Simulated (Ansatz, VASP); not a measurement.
# CdTe in VASP and in Ansatz

```xyz
2
Lattice="0.0000 3.3087 3.3087 3.3087 0.0000 3.3087 3.3087 3.3087 0.0000" Properties=species:S:1:pos:R:3 pbc="T T T"
Cd    0.0000    0.0000    0.0000
Te    1.6543    1.6543    1.6543
```

Alike in both runs: task single point; functional PBE; k mesh 10 × 10 × 10; occupations gaussian, width 0.02 eV; no spin polarisation.

|  | VASP | Ansatz |
| --- | --- | --- |
| version | VASP 6.6.1 | Ansatz 0.2.0 |
| potentials or method | VASP PAW PBE potentials, release 64 (Cd, Te), cutoff 520 eV | scalar-relativistic, plane waves, PAW |
| valence electrons in the cell | 18 | 36 |

Ansatz gave:

| Item | Value |
| --- | --- |
| gap on the k mesh at the Fermi level (eV) | 0.59 |
| least direct gap on the mesh (eV) | 0.59 |

**Question.** What did VASP give for the same quantities?

**Answer.** gap on the k mesh at the Fermi level (eV): 0.58; least direct gap on the mesh (eV): 0.58.

VASP's potentials hold 18 valence electrons a cell and Ansatz's 36, so a difference there can come from the potentials and not from the codes.

Spin-orbit coupling is off throughout.
